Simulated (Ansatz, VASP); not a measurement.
# V in VASP and in Ansatz

INCAR

```
SYSTEM = V
PREC = Accurate
ENCUT = 520
EDIFF = 1E-7
ISMEAR = -1
SIGMA = 0.03
LREAL = .FALSE.
LASPH = .TRUE.
NELM = 150
ALGO = Normal
ISIF = 2
LWAVE = .FALSE.
LCHARG = .FALSE.
ISPIN = 2
MAGMOM = 1.5
LORBIT = 11
LMAXMIX = 4
GGA = PE
NBANDS = 16
```

File KPOINTS:

```
regular mesh
0
G
  15 15 15
  0 0 0
```

The input POSCAR:

```
V
1.0
   -1.5028453316      1.5028453316      1.5028453316
    1.5028453316     -1.5028453316      1.5028453316
    1.5028453316      1.5028453316     -1.5028453316
V
1
Direct
    0.0000000000      0.0000000000      0.0000000000
```

Input for Ansatz:

```yaml
crystal:
  lattice:
    - [-1.5028453316, 1.5028453316, 1.5028453316]
    - [1.5028453316, -1.5028453316, 1.5028453316]
    - [1.5028453316, 1.5028453316, -1.5028453316]
  atoms:
    - { symbol: V, position: [0.0, 0.0, 0.0], spin: 1.5 }
magnetization:
  spin_polarized: true
kpoints:
  mp_grid: { grid: [15, 15, 15] }
scf:
  occupations: { method: fermi_dirac, width: 0.03 }
hamiltonian:
  xc: pbe
  pseudopotentials: { kind: all_electron, lapw: { basis_error: 0.001 } }
output:
  forces: true
  stress: true
  eigenvalues: true
```

Change from the starting cell: volume scaled by 0.98.

Alike in both runs: task single point; functional PBE; k mesh 15 × 15 × 15; occupations fermi-dirac, width 0.03 eV; collinear spin.

|  | VASP | Ansatz |
| --- | --- | --- |
| version | VASP 6.6.1 | Ansatz 0.2.0 |
| potentials or method | VASP PAW PBE potentials, release 64 (V_sv), cutoff 520 eV | all-electron LAPW, scalar-relativistic |

VASP gave:

| Item | Value |
| --- | --- |
| pressure (GPa) | -1.7 |
| net moment per atom (μB) | 0.00 |

Question: Estimate Ansatz's values.

Answer: Pressure (GPa): -2.0; net moment per atom (μB): 0.00.

Ansatz ran all-electron here, and VASP with PAW potentials. Ansatz's warnings: seeded moment not kept.
